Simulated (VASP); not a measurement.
A run of VASP 6.6.1 is set up as follows.

Contents of INCAR:

```
SYSTEM = Si16C
ALGO     = Normal         ! electronic algorithm
EDIFF    = 1E-6           ! SCF threshold, eV
ENCUT    = 520            ! plane-wave cutoff, eV
GGA      = PE             ! functional
ISIF     = 2              ! what is computed and relaxed
ISMEAR   = 0              ! smearing method
ISPIN    = 2              ! spin polarisation
LASPH    = .TRUE.         ! aspherical terms in the spheres
LCHARG   = .FALSE.        ! write CHGCAR
LORBIT   = 11             ! projections on sites
LREAL    = Auto         
LWAVE    = .FALSE.        ! write WAVECAR
MAGMOM   = 0 0 0 0 0 0 0 0 0 0 0 0 0 0 0 0 0 ! initial moments
NBANDS   = 52             ! bands
NELM     = 150            ! most SCF steps
PREC     = Accurate       ! precision mode
SIGMA    = 0.05           ! smearing width, eV
```

The input KPOINTS:

```
k-points
0
G
  2 2 2
  0 0 0
```

Contents of POSCAR:

```
Si16C
1.0
    0.0000000000      5.4300000000      5.4300000000
    5.4300000000      0.0000000000      5.4300000000
    5.4300000000      5.4300000000      0.0000000000
Si C
16 1
Direct
    0.0146112339      0.0158152855     -0.0163429098
    0.1299125230      0.1327629834      0.1255335175
    0.0136364641      0.0146467772      0.4998979742
    0.1539393186      0.1399940147      0.6090739411
    0.0034014733      0.5060786372      0.0090233886
    0.1290315838      0.6425181400      0.1203905157
    0.0034594843      0.5344988950      0.4888710866
    0.1179337937      0.6401697053      0.6358498158
    0.5032114180      0.0115953959      0.0051611418
    0.6408455801      0.1339586556      0.1184868324
    0.5502302026     -0.0060791897      0.4865565378
    0.6394784530      0.1264353591      0.6322821363
    0.4973523941      0.5015941989      0.0036479742
    0.6313714549      0.6394036832      0.1063335175
    0.4766864641      0.4843720994      0.4743183241
    0.5686818600      0.5688739411      0.6535059853
    0.7368780847      0.7259373849      0.4819465930
```

Potentials or basis: VASP PAW PBE potentials, release 64 (Si, C).

Command:

```bash
$ cat potpaw_PBE.64/Si/POTCAR potpaw_PBE.64/C/POTCAR > POTCAR
$ mpirun -np 1 vasp_std > vasp.out
```

**Question.** Estimate the largest force.

**Answer.** 0.124 eV/Å.

**Question.** Estimate the pressure.

**Answer.** 4.2 GPa.

Stress tensor (GPa, compression positive):
```
 2.79  1.01 -0.02
 1.01  2.92  0.21
-0.02  0.21  6.91
```

Caveat: the k points lie up to 0.50 Å⁻¹ apart.
